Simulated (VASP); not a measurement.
# SnBi2O (P-3m1) in VASP: notebook

The runs below take SnBi2O through single point, relaxation of cell and atoms, with PBE.

All numbers are computed with VASP 6.6.1; they aren't measurements. Logs are shortened: lines on timing, memory, paths and dates and some standing lists are left out, and cuts for length are marked.

## Step 1: The cell of the first run

It takes space group P-3m1 (No. 164, trigonal). Conventional cell: a = 3.519 Å, b = 3.519 Å, c = 8.761 Å, α = 90.00°, β = 90.00°, γ = 120.00°. Sn (site symmetry -3m) has 6 Bi at 3.37 Å and 6 Sn at 3.52 Å and 2 O at 4.38 Å within 4.4 Å. Within 3.5 Å of Bi (site symmetry 3m) lie 3 O at 2.64 Å and 3 Sn at 3.37 Å. Within 3.5 Å of O (site symmetry -3m) lie 6 Bi at 2.64 Å.

## Step 2: Single point, PBE

Input file INCAR:

```
  PREC = Accurate
  ENCUT = 520
  EDIFF = 1E-6
  ISMEAR = 0
  SIGMA = 0.1
  LREAL = False
  LASPH = True
  NELM = 60
  ALGO = Normal
  ISIF = 2
  LWAVE = False
  LCHARG = False
  GGA = PE
  NBANDS = 33
```

Input file KPOINTS:

```
Automatic mesh
0
Gamma
  6 6 4
```

Input file POSCAR:

```
SnBi2O
1.0
    3.5187374980      0.0000000025      0.0000000000
   -1.7593687511      3.0473160613      0.0000000000
    0.0000000000      0.0000000000      8.7613162670
Sn Bi O
1 2 1
Direct
    0.0000000000      0.0000000000      0.5000000000
    0.6666666667      0.3333333333      0.8071680334
    0.3333333333      0.6666666667      0.1928319666
    0.0000000000      0.0000000000      0.0000000000
```

Potentials or basis: VASP PAW PBE potentials, release 64 (Sn_d, Bi_d, O).

Command:

```console
$ cat potpaw_PBE.64/Sn_d/POTCAR potpaw_PBE.64/Bi_d/POTCAR potpaw_PBE.64/O/POTCAR > POTCAR
$ mpirun -np 1 vasp_std > vasp.out
```

OUTCAR:

```text
PREC = Accurate
   ENCUT = 520
   EDIFF = 1E-6
   ISMEAR = 0
   LREAL = False
   LASPH = True
   NELM = 60
   ISIF = 2
   GGA = PE

 ion  position               nearest neighbor table
   1  0.000  0.000  0.500-   2 3.37   3 3.37   3 3.37   2 3.37   2 3.37   3 3.37
   2  0.667  0.333  0.807-   4 2.64   4 2.64   4 2.64   1 3.37   1 3.37   1 3.37
   3  0.333  0.667  0.193-   4 2.64   4 2.64   4 2.64   1 3.37   1 3.37   1 3.37
   4  0.000  0.000  0.000-   2 2.64   3 2.64   3 2.64   2 2.64   2 2.64   3 2.64

  LATTYP: Found a hexagonal cell.
 ALAT       =     3.5187374980
 C/A-ratio  =     2.4899033452

  Lattice vectors:

 A1 = (   3.5187374980,   0.0000000025,   0.0000000000)
 A2 = (  -1.7593687511,   3.0473160613,   0.0000000000)
 A3 = (   0.0000000000,   0.0000000000,   8.7613162670)

Analysis of symmetry for initial positions (statically):
=====================================================================
 Subroutine PRICEL returns:
 Original cell was already a primitive cell.

 Routine SETGRP: Setting up the symmetry group for a
 hexagonal supercell.

 Subroutine GETGRP returns: Found 12 space group operations
 (whereof 12 operations were pure point group operations)
 out of a pool of 24 trial point group operations.

The static configuration has the point symmetry D_3d.

Analysis of symmetry for dynamics (positions and initial velocities):
=====================================================================
 Subroutine PRICEL returns:
 Original cell was already a primitive cell.

 Routine SETGRP: Setting up the symmetry group for a
 hexagonal supercell.

 Subroutine GETGRP returns: Found 12 space group operations
 (whereof 12 operations were pure point group operations)
 out of a pool of 24 trial point group operations.

The dynamic configuration has the point symmetry D_3d.

 Subroutine INISYM returns: Found 12 space group operations
 (whereof 12 operations are pure point group operations),
 and found     1 'primitive' translations

----------------------------------------------------------------------------------------

                                     Primitive cell

  volume of cell :      93.9450

  direct lattice vectors                    reciprocal lattice vectors
     3.518737498  0.000000003  0.000000000     0.284192839  0.164078812  0.000000000
    -1.759368751  3.047316061  0.000000000    -0.000000000  0.328157624  0.000000000
     0.000000000  0.000000000  8.761316267     0.000000000  0.000000000  0.114138101

  length of vectors
     3.518737498  3.518737498  8.761316267     0.328157624  0.328157624  0.114138101

  position of ions in fractional coordinates (direct lattice)
     0.000000000  0.000000000  0.500000000
     0.666666667  0.333333333  0.807168033
     0.333333333  0.666666667  0.192831967
     0.000000000  0.000000000  0.000000000

  ion indices of the primitive-cell ions
   primitive index   ion index
                 1           1
                 2           2
                 3           3
                 4           4

----------------------------------------------------------------------------------------

 KPOINTS: Automatic mesh

Automatic generation of k-mesh.
 Grid dimensions read from file:
 generate k-points for:    6    6    4

 Generating k-lattice:

  Cartesian coordinates                     Fractional coordinates (reciprocal lattice)
     0.047365473  0.027346469  0.000000000     0.166666667  0.000000000  0.000000000
    -0.000000000  0.054692937  0.000000000     0.000000000  0.166666667  0.000000000
     0.000000000  0.000000000  0.028534525     0.000000000  0.000000000  0.250000000

  Length of vectors
     0.054692937  0.054692937  0.028534525

  Shift w.r.t. Gamma in fractional coordinates (k-lattice)
     0.000000000  0.000000000  0.000000000

 Subroutine IBZKPT returns following result:
 ===========================================

 Found     24 irreducible k-points:

 Following reciprocal coordinates:
            Coordinates               Weight
  0.000000  0.000000  0.000000      1.000000
  0.166667 -0.000000  0.000000      6.000000
  0.333333 -0.000000  0.000000      6.000000
  0.500000 -0.000000  0.000000      3.000000
  0.166667  0.166667  0.000000      6.000000
  0.333333  0.166667  0.000000     12.000000
[... 16 lines left out ...]
  0.333333  0.166667  0.500000     12.000000
  0.333333  0.333333  0.500000      2.000000
   k-points           NKPTS =     24   k-points in BZ     NKDIM =     24   number of bands    NBANDS=     33
   number of dos      NEDOS =    301   number of ions     NIONS =      4
   total plane-waves  NPLWV =  54880
   dimension x,y,z NGX =    28 NGY =   28 NGZ =   70
   dimension x,y,z NGXF=    56 NGYF=   56 NGZF=  140
   ions per type =               1   2   1
   NGX,Y,Z   is equivalent  to a cutoff of  13.23, 13.23, 13.28 a.u.
   NGXF,Y,Z  is equivalent  to a cutoff of  26.46, 26.46, 26.56 a.u.
 SYSTEM =  unknown system
   PREC   = accura    normal or accurate (medium, high low for compatibility)
   ISTART =      0    job   : 0-new  1-cont  2-samecut
   ICHARG =      2    charge: 1-file 2-atom 10-const
   ISPIN  =      1    spin polarized calculation?
   LNONCOLLINEAR =      F non collinear calculations
   LSORBIT =      F    spin-orbit coupling
   LASPH  =      T    aspherical Exc in radial PAW
   ENCUT  =  520.0 eV  38.22 Ry    6.18 a.u.   6.54  6.54 16.29*2*pi/ulx,y,z
   NELM   =     60;   NELMIN=  2; NELMDL= -5     # of ELM steps
   EDIFF  = 0.1E-05   stopping-criterion for ELM
   LREAL  =      F    real-space projection
   EDIFFG = 0.1E-04   stopping-criterion for IOM
   NSW    =      0    number of steps for IOM
   IBRION =     -1    ionic relax: 0-MD 1-quasi-New 2-CG
   NFREE  =      0    steps in history (QN), initial steepest desc. (CG)
   ISIF   =      2    stress and relaxation
   ISYM   =      2    0-nonsym 1-usesym 2-fastsym
   POTIM  = 0.5000    time-step for ionic-motion
   TEBEG  =    0.0;   TEEND  =   0.0 temperature during run
   PSTRESS=    0.0 pullay stress
   NELECT =      50.0000    total number of electrons
   NUPDOWN=      -1.0000    fix difference up-down
   EMIN   =  10.00;   EMAX   =-10.00  energy-range for DOS
   EFERMI =   0.00;   METHOD = LEGACY
   ISMEAR =     0;   SIGMA  =   0.10  broadening in eV -4-tet -1-fermi 0-gaus
   EFERMI_NEDOS =   21; number of points for ismear=-14 and -15
   IALGO  =     38    algorithm
   IMIX   =      4    mixing-type and parameters
     AMIX     =   0.40;   BMIX     =  1.00
     AMIX_MAG =   1.60;   BMIX_MAG =  1.00
  volume/ion in A,a.u.               =      23.49       158.49
  Fermi-wavevector in a.u.,A,eV,Ry     =   1.326703  2.507104 23.948157  1.760140
  Thomas-Fermi vector in A             =   2.456070
   LORBIT       =      0    0 simple, 1 ext, 2 COOP (PROOUT), +10 PAW based schemes
   GGA     = PE    functional components
   LHFCALC =     F    Hartree Fock is set to
   AEXX    =    0.0000 exact exchange contribution
   IVDW    =     0    specifies the selected vdW correction
   LEPSILON=     F    determine dielectric tensor
   LRPA    =     F    only Hartree local field effects (RPA)
 non-spin polarized calculation
 Gauss-broadening in eV      SIGMA  =   0.10
  energy-cutoff  :      520.00
  volume of cell :       93.95
 maximum number of plane-waves:      2576
 NGX is ok and might be reduce to    28
   NGX = 13   NGY = 13   NGZ = 33

 number of electron      50.0000009 magnetization

 Free energy of the ion-electron system (eV)
  ---------------------------------------------------
  ext. energy  EPLUGINS =         0.00000000
  ---------------------------------------------------
  free energy    TOTEN  =       -17.28776150 eV

  energy without entropy =      -17.27931775  energy(sigma->0) =      -17.28353962

 E-fermi :   8.1882     XC(G=0): -10.5614

 val. band max:        8.1177215776   @ k =   0.1667   0.1667   0.2500
 cond. band min:       8.2425591810   @ k =   0.1667  -0.0000   0.0000
 fundamental gap:      0.1248376034
 Fermi energy:         8.1881903502

 k-point     1 :       0.0000    0.0000    0.0000
  band No.  band energies     occupation
      1     -15.3183      2.00000
      2     -15.3072      2.00000
      3     -15.2755      2.00000
      4     -15.2755      2.00000
      5     -15.2753      2.00000
      6     -15.2753      2.00000
[... 25 lines left out ...]
     32      15.9577      0.00000
     33      16.0314      0.00000

 k-point     2 :       0.1667   -0.0000    0.0000
  band No.  band energies     occupation
      1     -15.3063      2.00000
      2     -15.3001      2.00000
      3     -15.2738      2.00000
      4     -15.2700      2.00000
      5     -15.2451      2.00000
      6     -15.2424      2.00000
[... 25 lines left out ...]
     32      15.2327      0.00000
     33      16.2508      0.00000

 k-point     3 :       0.3333   -0.0000    0.0000
  band No.  band energies     occupation
      1     -15.3249      2.00000
      2     -15.3136      2.00000
      3     -15.2889      2.00000
      4     -15.2593      2.00000
      5     -15.2304      2.00000
      6     -15.2243      2.00000
[... 25 lines left out ...]
     32      13.6666      0.00000
     33      14.9774      0.00000

 k-point     4 :       0.5000   -0.0000    0.0000
  band No.  band energies     occupation
      1     -15.3390      2.00000
      2     -15.3216      2.00000
      3     -15.3142      2.00000
      4     -15.2706      2.00000
      5     -15.2347      2.00000
      6     -15.2150      2.00000
[... 673 lines left out ...]
     32      15.5507      0.00000
     33      15.7288      0.00000

 k-point    23 :       0.3333    0.1667    0.5000
  band No.  band energies     occupation
      1     -15.3074      2.00000
      2     -15.2954      2.00000
      3     -15.2836      2.00000
      4     -15.2665      2.00000
      5     -15.2420      2.00000
      6     -15.2260      2.00000
[... 25 lines left out ...]
     32      15.5204      0.00000
     33      15.9931      0.00000

 k-point    24 :       0.3333    0.3333    0.5000
  band No.  band energies     occupation
      1     -15.3040      2.00000
      2     -15.2596      2.00000
      3     -15.2596      2.00000
      4     -15.2465      2.00000
      5     -15.2234      2.00000
      6     -15.2234      2.00000
[... 25 lines left out ...]
     32      16.1163      0.00000
     33      16.1163      0.00000

------------------------ aborting loop because EDIFF is reached ----------------------------------------

  FORCE on cell =-STRESS in cart. coord.  units (eV):
  Direction    XX          YY          ZZ          XY          YZ          ZX
  --------------------------------------------------------------------------------------
  -------------------------------------------------------------------------------------
  Total       -0.0380873     -0.0380873      0.0386277     -0.0000000      0.0000000     -0.0000000
  in kB       -0.6495561     -0.6495561      0.6587722     -0.0000000      0.0000000     -0.0000000
  external PRESSURE =      -0.2134467 kB  Pullay stress =       0.0000000 kB

 VOLUME and BASIS-vectors are now :
 -----------------------------------------------------------------------------
  energy-cutoff  :      520.00
  volume of cell :       93.95
      direct lattice vectors                 reciprocal lattice vectors
     3.518737498  0.000000003  0.000000000     0.284192839  0.164078812  0.000000000
    -1.759368751  3.047316061  0.000000000    -0.000000000  0.328157624  0.000000000
     0.000000000  0.000000000  8.761316267     0.000000000  0.000000000  0.114138101

 POSITION                                       TOTAL-FORCE (eV/Angst)
 -----------------------------------------------------------------------------------
      0.00000      0.00000      4.38066         0.000000      0.000000      0.000000
      1.75937      1.01577      7.07185         0.000000      0.000000     -0.035717
     -0.00000      2.03154      1.68946        -0.000000      0.000000      0.035717
      0.00000      0.00000      0.00000         0.000000      0.000000      0.000000
 -----------------------------------------------------------------------------------
    total drift:                                0.000000      0.000000      0.000000

  FREE ENERGIE OF THE ION-ELECTRON SYSTEM (eV)
  ---------------------------------------------------
  free  energy   TOTEN  =       -17.2877615001 eV

  energy  without entropy=      -17.2793177488  energy(sigma->0) =      -17.28353962
```

Wall time 39 s (1 thread of Intel Xeon 6975P-C (Granite Rapids), shared host); peak memory 0.25 GiB.

What came out:

```
Free energy            : -17.2878 eV
Pressure               : 0.0 GPa
Largest force          : 0.036 eV/Å
Band gap on the k mesh : zero (band 25 reaches 11.83 eV, above the bottom of band 26 at 6.83 eV)
```

Forces on the atoms (eV/Å):
```
Sn   0.000  0.000  0.000
Bi   0.000  0.000 -0.036
Bi   0.000  0.000  0.036
O    0.000  0.000  0.000
```

Levels at points of the mesh, in eV from the Fermi level:
```csv
k point,band 22,band 23,band 24,band 25,band 26,band 27,band 28,band 29
"(0.00, 0.00, 0.00)",-3.08,-0.79,-0.60,3.64,3.64,4.17,4.17,5.90
"(0.50, 0.00, 0.00)",-3.74,-3.02,-2.48,-1.39,0.53,1.51,1.65,2.07
"(0.00, 0.00, 0.50)",-3.08,-3.05,2.51,3.36,3.49,3.49,4.47,4.47
"(0.50, 0.00, 0.50)",-4.10,-3.73,-3.12,-0.58,0.62,0.96,1.96,2.50
```

Caveat: spin-orbit coupling is left out, which moves the levels of the heavy elements.

## Step 3: Single point, PBE

This run uses another cell than the first one, of 24.74 Å³/atom, 1.053 times its volume.

Input file INCAR:

```
  ALGO = Normal
  EDIFF = 1E-6
  ENCUT = 520
  GGA = PE
  ISIF = 2
  ISMEAR = 0
  LASPH = True
  LCHARG = False
  LREAL = False
  LWAVE = False
  NBANDS = 33
  NELM = 60
  PREC = Accurate
  SIGMA = 0.1
```

Input file KPOINTS:

```
k-points
0
Gamma
  6 6 4
```

Input file POSCAR:

```
SnBi2O
1.0
    4.1314486900      0.0000000000      0.0000000000
   -2.0657243500      3.5779395200      0.0000000000
    0.0000000000      0.0000000000      6.6939021600
Sn Bi O
1 2 1
Direct
    0.0000000000      0.0000000000      0.5000000000
    0.6666666700      0.3333333300      0.7485837300
    0.3333333300      0.6666666700      0.2514162700
    0.0000000000      0.0000000000      0.0000000000
```

Potentials or basis: VASP PAW PBE potentials, release 64 (Sn_d, Bi_d, O).

Command:

```console
$ cat potpaw_PBE.64/Sn_d/POTCAR potpaw_PBE.64/Bi_d/POTCAR potpaw_PBE.64/O/POTCAR > POTCAR
$ mpirun -np 1 vasp_std > vasp.out
```

It took 34 s on 1 thread of Intel Xeon 6975P-C (Granite Rapids), shared host; peak memory 0.26 GiB.

Results (log left out):

| Property | Result |
| --- | --- |
| Free energy | -15.6273 eV |
| Pressure | 4.3 GPa |
| Largest force | 2.233 eV/Å |
| Band gap on the k mesh | zero (band 25 reaches 7.74 eV, above the bottom of band 26 at 7.09 eV) |

Forces on the atoms (eV/Å):
```
Sn   0.000  0.000  0.000
Bi   0.000  0.000  2.233
Bi   0.000  0.000 -2.233
O    0.000  0.000  0.000
```

Stress tensor (GPa, compression positive):
```
3.60 0.00 0.00
0.00 3.60 0.00
0.00 0.00 5.77
```

Levels at points of the mesh, in eV from the Fermi level:
```csv
k point,band 21,band 22,band 23,band 24,band 25,band 26,band 27,band 28,band 29,band 30
"(0.00, 0.00, 0.00)",-2.11,-1.87,0.21,0.21,0.61,0.61,0.81,1.39,3.38,3.91
"(0.50, 0.00, 0.00)",-4.00,-3.20,-1.09,-1.09,-0.44,0.15,0.72,0.78,3.77,5.73
"(0.00, 0.00, 0.50)",-2.05,-1.69,-1.20,-0.25,-0.25,1.22,1.22,2.52,2.98,3.38
"(0.50, 0.00, 0.50)",-2.69,-2.59,-2.27,-2.26,-1.67,0.97,1.48,1.70,3.57,5.09
```

Caveat: spin-orbit coupling is left out, which moves the levels of the heavy elements; forces of over 1 eV/Å act on the atoms, so gaps and moduli don't describe the material at rest.

(Part 1 of 2 ends here.)
